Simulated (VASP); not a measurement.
# Sc (Fm-3m) in VASP: a series of runs

Sc is run at these levels: PBEsol; tasks: single point, relaxation of cell and atoms.

Everything below comes from runs of VASP 6.6.1. Logs are shortened: lines on timing, memory, paths and dates and some standing lists are left out, and cuts for length are marked.

## Step 1: The cell of the first run

The structure is cubic, space group Fm-3m (No. 225). Conventional cell: a = 4.560 Å, b = 4.560 Å, c = 4.560 Å, α = 90.00°, β = 90.00°, γ = 90.00°. Within 4.2 Å of Sc (site symmetry m-3m) lie 12 Sc at 3.22 Å.

## Step 2: Single point, PBEsol

The input, INCAR:

```
PREC     = Accurate       # precision mode
ENCUT    = 500            # plane-wave cutoff, eV
EDIFF    = 1E-6           # SCF threshold, eV
ISMEAR   = -1             # smearing method
SIGMA    = 0.1            # smearing width, eV
LREAL    = F              # projectors in reciprocal space
LASPH    = T              # aspherical terms in the spheres
NELM     = 120            # most SCF steps
ALGO     = Normal         # electronic algorithm
ISIF     = 2              # what is computed and relaxed
LWAVE    = F              # write WAVECAR
LCHARG   = T              # write CHGCAR
GGA      = PS             # functional
LELF     = T              # ELF
LVHAR    = T            
NBANDS   = 12             # bands
GGA_COMPAT= F
```

The input, KPOINTS:

```
Automatic mesh
0
Gamma
  12 12 12
```

The input, POSCAR:

```
Sc
1.0
    0.0000000000      2.2799932861      2.2799932861
    2.2799932861      0.0000000000      2.2799932861
    2.2799932861      2.2799932861      0.0000000000
Sc
1
Direct
    0.0000000000      0.0000000000      0.0000000000
```

Potentials or basis: VASP PAW PBE potentials, release 64 (Sc_sv).

On the command line:

```bash
cat potpaw_PBE.64/Sc_sv/POTCAR > POTCAR
mpirun -np 1 vasp_std > vasp.out
```

OUTCAR:

```text
PREC = Accurate
   ENCUT = 500
   EDIFF = 1E-6
   ISMEAR = -1
   LREAL = F
   LASPH = T
   NELM = 120
   ISIF = 2
   GGA = PS

 ion  position               nearest neighbor table
   1  0.000  0.000  0.000-

  LATTYP: Found a face centered cubic cell.
 ALAT       =     4.5599865722

  Lattice vectors:

 A1 = (   0.0000000000,   2.2799932861,   2.2799932861)
 A2 = (   2.2799932861,   0.0000000000,   2.2799932861)
 A3 = (   2.2799932861,   2.2799932861,   0.0000000000)

Analysis of symmetry for initial positions (statically):
=====================================================================
 Subroutine PRICEL returns:
 Original cell was already a primitive cell.

 Routine SETGRP: Setting up the symmetry group for a
 face centered cubic supercell.

 Subroutine GETGRP returns: Found 48 space group operations
 (whereof 48 operations were pure point group operations)
 out of a pool of 48 trial point group operations.

The static configuration has the point symmetry O_h .

Analysis of symmetry for dynamics (positions and initial velocities):
=====================================================================
 Subroutine PRICEL returns:
 Original cell was already a primitive cell.

 Routine SETGRP: Setting up the symmetry group for a
 face centered cubic supercell.

 Subroutine GETGRP returns: Found 48 space group operations
 (whereof 48 operations were pure point group operations)
 out of a pool of 48 trial point group operations.

The dynamic configuration has the point symmetry O_h .

 Subroutine INISYM returns: Found 48 space group operations
 (whereof 48 operations are pure point group operations),
 and found     1 'primitive' translations

----------------------------------------------------------------------------------------

                                     Primitive cell

  volume of cell :      23.7045

  direct lattice vectors                    reciprocal lattice vectors
     0.000000000  2.279993286  2.279993286    -0.219298891  0.219298891  0.219298891
     2.279993286  0.000000000  2.279993286     0.219298891 -0.219298891  0.219298891
     2.279993286  2.279993286  0.000000000     0.219298891  0.219298891 -0.219298891

  length of vectors
     3.224397427  3.224397427  3.224397427     0.379836822  0.379836822  0.379836822

  position of ions in fractional coordinates (direct lattice)
     0.000000000  0.000000000  0.000000000

  ion indices of the primitive-cell ions
   primitive index   ion index
                 1           1

----------------------------------------------------------------------------------------

 KPOINTS: Automatic mesh

Automatic generation of k-mesh.
 Grid dimensions read from file:
 generate k-points for:   12   12   12

 Generating k-lattice:

  Cartesian coordinates                     Fractional coordinates (reciprocal lattice)
    -0.018274908  0.018274908  0.018274908     0.083333333  0.000000000  0.000000000
     0.018274908 -0.018274908  0.018274908     0.000000000  0.083333333  0.000000000
     0.018274908  0.018274908 -0.018274908     0.000000000  0.000000000  0.083333333

  Length of vectors
     0.031653068  0.031653068  0.031653068

  Shift w.r.t. Gamma in fractional coordinates (k-lattice)
     0.000000000  0.000000000  0.000000000

 Subroutine IBZKPT returns following result:
 ===========================================

 Found     72 irreducible k-points:

 Following reciprocal coordinates:
            Coordinates               Weight
  0.000000  0.000000  0.000000      1.000000
  0.083333  0.000000  0.000000      8.000000
  0.166667  0.000000  0.000000      8.000000
  0.250000  0.000000  0.000000      8.000000
  0.333333  0.000000  0.000000      8.000000
  0.416667  0.000000  0.000000      8.000000
[... 16 lines left out ...]
  0.500000  0.166667  0.000000     24.000000
 -0.416667  0.166667  0.000000     24.000000
 [... further k-points ...]
   k-points           NKPTS =     72   k-points in BZ     NKDIM =     72   number of bands    NBANDS=     12
   number of dos      NEDOS =    301   number of ions     NIONS =      1
   total plane-waves  NPLWV =  13824
   dimension x,y,z NGX =    24 NGY =   24 NGZ =   24
   dimension x,y,z NGXF=    48 NGYF=   48 NGZF=   48
   ions per type =               1
   NGX,Y,Z   is equivalent  to a cutoff of  12.37, 12.37, 12.37 a.u.
   NGXF,Y,Z  is equivalent  to a cutoff of  24.75, 24.75, 24.75 a.u.
 SYSTEM =  unknown system
   PREC   = accura    normal or accurate (medium, high low for compatibility)
   ISTART =      0    job   : 0-new  1-cont  2-samecut
   ICHARG =      2    charge: 1-file 2-atom 10-const
   ISPIN  =      1    spin polarized calculation?
   LNONCOLLINEAR =      F non collinear calculations
   LSORBIT =      F    spin-orbit coupling
   LASPH  =      T    aspherical Exc in radial PAW
   ENCUT  =  500.0 eV  36.75 Ry    6.06 a.u.   5.88  5.88  5.88*2*pi/ulx,y,z
   NELM   =    120;   NELMIN=  2; NELMDL= -5     # of ELM steps
   EDIFF  = 0.1E-05   stopping-criterion for ELM
   LREAL  =      F    real-space projection
   EDIFFG = 0.1E-04   stopping-criterion for IOM
   NSW    =      0    number of steps for IOM
   IBRION =     -1    ionic relax: 0-MD 1-quasi-New 2-CG
   NFREE  =      0    steps in history (QN), initial steepest desc. (CG)
   ISIF   =      2    stress and relaxation
   ISYM   =      2    0-nonsym 1-usesym 2-fastsym
   POTIM  = 0.5000    time-step for ionic-motion
   TEBEG  =    0.0;   TEEND  =   0.0 temperature during run
   PSTRESS=    0.0 pullay stress
   NELECT =      11.0000    total number of electrons
   NUPDOWN=      -1.0000    fix difference up-down
   EMIN   =  10.00;   EMAX   =-10.00  energy-range for DOS
   EFERMI =   0.00;   METHOD = LEGACY
   ISMEAR =    -1;   SIGMA  =   0.10  broadening in eV -4-tet -1-fermi 0-gaus
   EFERMI_NEDOS =   21; number of points for ismear=-14 and -15
   IALGO  =     38    algorithm
   IMIX   =      4    mixing-type and parameters
     AMIX     =   0.40;   BMIX     =  1.00
     AMIX_MAG =   1.60;   BMIX_MAG =  1.00
  volume/ion in A,a.u.               =      23.70       159.97
  Fermi-wavevector in a.u.,A,eV,Ry     =   1.267444  2.395122 21.856598  1.606415
  Thomas-Fermi vector in A             =   2.400592
   LORBIT       =      0    0 simple, 1 ext, 2 COOP (PROOUT), +10 PAW based schemes
   GGA     = PS    functional components
   LHFCALC =     F    Hartree Fock is set to
   AEXX    =    0.0000 exact exchange contribution
   IVDW    =     0    specifies the selected vdW correction
   LEPSILON=     F    determine dielectric tensor
   LRPA    =     F    only Hartree local field effects (RPA)
 non-spin polarized calculation
  energy-cutoff  :      500.00
  volume of cell :       23.70
 maximum number of plane-waves:       620
   NGX = 11   NGY = 11   NGZ = 11

 number of electron      10.9999996 magnetization

 Free energy of the ion-electron system (eV)
  ---------------------------------------------------
  ext. energy  EPLUGINS =         0.00000000
  ---------------------------------------------------
  free energy    TOTEN  =        -6.58947957 eV

  energy without entropy =       -6.52921500  energy(sigma->0) =       -6.55934728

 E-fermi :   3.8688     XC(G=0): -10.1481

 val. band max:        3.8425548142   @ k =  -0.4167   0.1667   0.0833
 cond. band min:       3.8942061333   @ k =   0.5000   0.3333   0.1667
 fundamental gap:      0.0516513191
 Fermi energy:         3.8688183828

 k-point     1 :       0.0000    0.0000    0.0000
  band No.  band energies     occupation
      1     -45.2529      2.00000
      2     -23.7317      2.00000
      3     -23.7317      2.00000
      4     -23.7317      2.00000
      5      -1.4065      2.00000
      6       5.4954      0.00000
      7       5.4954      0.00000
      8       5.4954      0.00000
      9       6.9521      0.00000
     10       6.9521      0.00000
     11      16.6039      0.00000
     12      20.1227      0.00000

 k-point     2 :       0.0833    0.0000    0.0000
  band No.  band energies     occupation
      1     -45.2481      2.00000
      2     -23.7634      2.00000
      3     -23.7357      2.00000
      4     -23.7357      2.00000
      5      -1.2241      2.00000
      6       5.3589      0.00000
      7       5.5629      0.00000
      8       5.5629      0.00000
      9       6.9049      0.00000
     10       6.9049      0.00000
     11      16.7718      0.00000
     12      18.8171      0.00000

 k-point     3 :       0.1667    0.0000    0.0000
  band No.  band energies     occupation
      1     -45.2350      2.00000
      2     -23.8493      2.00000
      3     -23.7467      2.00000
      4     -23.7467      2.00000
      5      -0.7000      2.00000
      6       5.0173      0.00002
      7       5.6971      0.00000
      8       5.6971      0.00000
      9       6.8492      0.00000
     10       6.8492      0.00000
     11      16.4315      0.00000
     12      17.4816      0.00000

 k-point     4 :       0.2500    0.0000    0.0000
  band No.  band energies     occupation
      1     -45.2172      2.00000
      2     -23.9649      2.00000
      3     -23.7616      2.00000
      4     -23.7616      2.00000
      5       0.0911      2.00000
      6       4.6171      0.00112
      7       5.7100      0.00000
      8       5.7100      0.00000
      9       7.0011      0.00000
     10       7.0011      0.00000
     11      14.6201      0.00000
     12      17.2473      0.00000

 k-point     5 :       0.3333    0.0000    0.0000
  band No.  band energies     occupation
      1     -45.1992      2.00000
      2     -24.0784      2.00000
      3     -23.7765      2.00000
      4     -23.7765      2.00000
      5       0.9986      2.00000
      6       4.3019      0.02598
      7       5.5715      0.00000
      8       5.5715      0.00000
      9       7.3786      0.00000
     10       7.3786      0.00000
     11      12.8602      0.00000
     12      16.6743      0.00000
[... 228 lines left out ...]
      1     -45.1994      2.00000
      2     -24.0129      2.00000
      3     -23.8095      2.00000
      4     -23.8077      2.00000
      5       0.9072      2.00000
      6       4.1764      0.08819
      7       5.3247      0.00000
      8       6.1139      0.00000
      9       6.9520      0.00000
     10       7.5807      0.00000
     11      14.2619      0.00000
     12      17.0688      0.00000

 k-point    22 :       0.4167    0.1667    0.0000
  band No.  band energies     occupation
      1     -45.1846      2.00000
      2     -24.0943      2.00000
      3     -23.8353      2.00000
      4     -23.8171      2.00000
      5       1.7680      2.00000
      6       3.9375      0.66951
      7       5.0502      0.00001
      8       5.9887      0.00000
      9       7.6512      0.00000
     10       7.8672      0.00000
     11      12.4163      0.00000
     12      16.3977      0.00000

 k-point    23 :       0.5000    0.1667    0.0000
  band No.  band energies     occupation
      1     -45.1754      2.00000
      2     -24.1425      2.00000
      3     -23.8593      2.00000
      4     -23.8172      2.00000
      5       2.4358      2.00000
      6       3.7653      1.47588
      7       4.9733      0.00003
      8       5.8587      0.00000
      9       7.9401      0.00000
     10       8.3556      0.00000
     11      11.0736      0.00000
     12      15.8256      0.00000

 k-point    24 :      -0.4167    0.1667    0.0000
  band No.  band energies     occupation
      1     -45.1742      2.00000
      2     -24.1465      2.00000
      3     -23.8743      2.00000
      4     -23.8079      2.00000
      5       2.5633      2.00000
      6       3.8025      1.32002
      7       4.9362      0.00005
      8       5.8025      0.00000
      9       7.6990      0.00000
     10       8.6704      0.00000
     11      10.9118      0.00000
     12      15.4410      0.00000

 [... further k-points ...]
[... 5 lines left out ...]
  --------------------------------------------------------------------------------------
  -------------------------------------------------------------------------------------
  Total       -0.0022685     -0.0022685     -0.0022685      0.0000000      0.0000000      0.0000000
  in kB       -0.1533253     -0.1533253     -0.1533253      0.0000000      0.0000000      0.0000000
  external PRESSURE =      -0.1533253 kB  Pullay stress =       0.0000000 kB

 VOLUME and BASIS-vectors are now :
 -----------------------------------------------------------------------------
  energy-cutoff  :      500.00
  volume of cell :       23.70
      direct lattice vectors                 reciprocal lattice vectors
     0.000000000  2.279993286  2.279993286    -0.219298891  0.219298891  0.219298891
     2.279993286  0.000000000  2.279993286     0.219298891 -0.219298891  0.219298891
     2.279993286  2.279993286  0.000000000     0.219298891  0.219298891 -0.219298891

 POSITION                                       TOTAL-FORCE (eV/Angst)
 -----------------------------------------------------------------------------------
      0.00000      0.00000      0.00000        -0.000000      0.000000      0.000000
 -----------------------------------------------------------------------------------
    total drift:                               -0.000000      0.000000      0.000000

  FREE ENERGIE OF THE ION-ELECTRON SYSTEM (eV)
  ---------------------------------------------------
  free  energy   TOTEN  =        -6.5894795669 eV

  energy  without entropy=       -6.5292150027  energy(sigma->0) =       -6.55934728
```

It took 26 s on 1 thread of Intel Xeon 8259CL, shared host; peak memory 0.15 GiB.

Results:

* Free energy: -6.5895 eV
* Pressure: 0.0 GPa

Levels at points of the mesh, in eV from the Fermi level:
```
           k point  band 3  band 4  band 5  band 6  band 7  band 8
(0.00, 0.00, 0.00)  -27.60  -27.60   -5.28    1.63    1.63    1.63
(0.50, 0.00, 0.00)  -27.66  -27.66   -1.83    0.31    1.51    1.51
(0.50, 0.50, 0.00)  -27.76  -27.76   -1.61   -0.69    2.05    4.03
```

Caveat: the PAW data sets were made with another functional, which shifts forces and pressure a little.

## Step 3: Relaxation of cell and atoms, PBEsol

This run uses another cell than the first one, of 25.00 Å³/atom, 1.055 times its volume.

The input, INCAR:

```
SYSTEM = Sc
ALGO     = Normal         ! electronic algorithm
EDIFF    = 1E-7           ! SCF threshold, eV
EDIFFG   = -0.01          ! ionic threshold
ENCUT    = 500            ! plane-wave cutoff, eV
GGA      = PS             ! functional
GGA_COMPAT= .FALSE.      
IBRION   = 2              ! ionic algorithm
ISIF     = 3              ! what is computed and relaxed
ISMEAR   = -1             ! smearing method
LASPH    = .TRUE.         ! aspherical terms in the spheres
LCHARG   = .FALSE.        ! write CHGCAR
LREAL    = .FALSE.        ! projectors in reciprocal space
LWAVE    = .FALSE.        ! write WAVECAR
NELM     = 120            ! most SCF steps
NELMIN   = 4            
NSW      = 80             ! ionic steps
PREC     = Accurate       ! precision mode
SIGMA    = 0.1            ! smearing width, eV
```

The input, KPOINTS:

```
k-points
0
G
  12 12 12
  0 0 0
```

The input, POSCAR:

```
Sc
1.0
    0.0000000000      2.3208600778      2.3208600778
    2.3208600778      0.0000000000      2.3208600778
    2.3208600778      2.3208600778      0.0000000000
Sc
1
Direct
    0.0000000000      0.0000000000      0.0000000000
```

Potentials or basis: VASP PAW PBE potentials, release 64 (Sc_sv).

On the command line:

```bash
cat potpaw_PBE.64/Sc_sv/POTCAR > POTCAR
mpirun -np 1 vasp_std > vasp.out
```

Wall time 49 s (1 thread of Intel Xeon 8259CL, shared host); peak memory 0.15 GiB.

It converged, with:

```yaml
Free_energy: -6.5901 eV
Relaxed_volume: 23.70 Å³/atom
Relaxed_cell: a = 3.224 Å, b = 3.224 Å, c = 3.224 Å, α = 60.00°, β = 60.00°, γ = 60.00°
Space_group_after_relaxing_to_0.05_Å: Fm-3m (No. 225)
Energy_gained_by_relaxing: 11.1 meV/atom
Ionic_steps: 3
Pressure_after_relaxing: 0.0 GPa
```

Step by step:
```tsv
step	energy change (eV)	largest force (eV/Å)	pressure (GPa)	volume (Å³)
1	0.0000	0.0000	-2.64	25.00
2	-0.0109	0.0000	0.38	23.54
3	-0.0111	0.0000	0.00	23.70
```

Final structure:
```
Sc
1.0
     0.00000    2.27994    2.27994
     2.27994    0.00000    2.27994
     2.27994    2.27994    0.00000
Sc
1
Direct
  0.00000 0.00000 0.00000
```

Levels at points of the mesh, in eV from the Fermi level:
| k point | band 2 | band 3 | band 4 | band 5 | band 6 | band 7 | band 8 | band 9 |
| --- | --- | --- | --- | --- | --- | --- | --- | --- |
| (0.00, 0.00, 0.00) | -27.60 | -27.60 | -27.60 | -5.28 | 1.63 | 1.63 | 1.63 | 3.08 |
| (0.50, 0.00, 0.00) | -28.06 | -27.66 | -27.66 | -1.83 | 0.31 | 1.51 | 1.51 | 4.04 |
| (0.50, 0.50, 0.00) | -28.03 | -27.76 | -27.76 | -1.61 | -0.69 | 2.05 | 4.03 | 4.28 |

Caveat: the PAW data sets were made with another functional, which shifts forces and pressure a little.
